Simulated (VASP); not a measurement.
Set up this calculation in VASP 6.6.1, as the native input.

| Property | Result |
| --- | --- |
| Task | single point |
| Functional | pbe exchange, lyp correlation |
| Potentials or basis | VASP PAW PBE potentials, release 64 (Sc_sv) |
| Cutoff | 500 eV |
| k mesh | 7 × 7 × 4 |
| Occupations | fermi-dirac, width 0.01 eV |
| Spin | non-collinear spin, typed start |
| Starting moments | [[0.062, -0.457, -0.352], [0.327, 0.304, 0.058]] μB |
| Dipole correction | no |
| Further INCAR settings | ALGO = Normal; EDIFF = 1e-06; NBANDS = 34 |

The structure of Sc lies in POSCAR:

```
Sc
1.0
    3.2414504337      0.0000000000      0.0000000000
   -1.6207252169      2.8071784207      0.0000000000
    0.0000000000      0.0000000000      5.1656514271
Sc
2
Direct
    0.6666666667      0.3333333333      0.7500000000
    0.3333333333      0.6666666667      0.2500000000
```

One way to write it, as run:

INCAR

```
SYSTEM = Sc
ALGO     = Normal         ! electronic algorithm
EDIFF    = 1E-6           ! SCF threshold, eV
ENCUT    = 500            ! plane-wave cutoff, eV
GGA      = LIBXC          ! functional
GGA_COMPAT= .False.      
ISIF     = 2              ! what is computed and relaxed
ISMEAR   = -1             ! smearing method
LASPH    = .True.         ! aspherical terms in the spheres
LCHARG   = .False.        ! write CHGCAR
LIBXC1   = GGA_X_PBE    
LIBXC2   = GGA_C_LYP    
LMAXMIX  = 4              ! l up to which the mixer works
LNONCOLLINEAR= .True.         ! non-collinear magnetism
LORBIT   = 11             ! projections on sites
LREAL    = .False.        ! projectors in reciprocal space
LWAVE    = .False.        ! write WAVECAR
MAGMOM   = 0.062 -0.457 -0.352 0.327 0.304 0.058 ! initial moments
NBANDS   = 34             ! bands
NELM     = 200            ! most SCF steps
PREC     = Accurate       ! precision mode
SIGMA    = 0.01           ! smearing width, eV
```

KPOINTS

```
k-points
0
Gamma
  7 7 4
  0 0 0
```

Potentials or basis: VASP PAW PBE potentials, release 64 (Sc_sv).

The run is started by

```sh
$ cat potpaw_PBE.64/Sc_sv/POTCAR > POTCAR
$ mpirun -np 1 vasp_ncl > vasp.out
```

It gave:

```yaml
Pressure: 3.7 GPa
Band_gap_on_the_k_mesh: zero (bands 22 and 23 overlap by 1.32 eV)
Net_moment: 0.00 μB per cell
Valence_electrons_inside_the_program's_atomic_spheres: Sc 9.47
```

Caveat: the cell stands under pressure; the PAW data sets were made with another functional, which shifts forces and pressure a little.

Run time: 3.5 min on 1 thread of Intel(R) Xeon(R) 6975P-C (Granite Rapids), with other jobs on the host, peak memory 0.51 GiB.
